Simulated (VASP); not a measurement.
## BN: single point with PBE

Crystal: BN.

```xyz
8
Lattice="3.6260 0.0000 0.0000 0.0000 -3.6260 0.0000 0.0000 0.0000 -3.6260" Properties=species:S:1:pos:R:3 pbc="T T T"
B     0.0000   -1.8130   -1.8130
B     1.8130    0.0000   -1.8130
B     1.8130   -1.8130    0.0000
B     0.0000    0.0000    0.0000
N     2.7195   -2.7195   -2.7195
N     0.9065   -0.9065   -2.7195
N     0.9065   -2.7195   -0.9065
N     2.7195   -0.9065   -0.9065
```

- Program: VASP 6.6.1
- Task: single point
- Functional: PBE
- Potentials or basis: VASP PAW PBE potentials, release 64 (B, N)
- Cutoff: 520 eV
- k mesh: 6 × 6 × 6
- Occupations: gaussian, width 0.05 eV
- Spin: no spin polarisation

| Item | Value |
| --- | --- |
| Pressure | -0.2 GPa |
| Band gap on the k mesh | 4.45 eV |

Levels at points of the mesh, in eV from the valence-band top:
| k point | band 14 | band 15 | band 16 | band 17 | band 18 | band 19 |
| --- | --- | --- | --- | --- | --- | --- |
| (0.00, 0.00, 0.00) | 0.00 | 0.00 | 0.00 | 4.45 | 4.45 | 4.45 |
| (0.50, 0.00, 0.00) | -2.98 | -2.98 | -2.98 | 6.76 | 6.76 | 9.56 |
| (0.50, 0.50, 0.00) | -2.07 | -2.07 | -2.07 | 9.67 | 9.67 | 9.67 |
| (0.50, 0.50, 0.50) | -1.92 | -1.92 | -1.92 | 10.03 | 10.03 | 10.03 |

Run time: 16 s on 1 thread of AMD EPYC 7R13 Processor (Zen 3) (shared host), peak memory 0.13 GiB.

A k mesh can miss the band edges. Expect the measured gap to be larger: semilocal functionals such as PBE lack the derivative discontinuity.
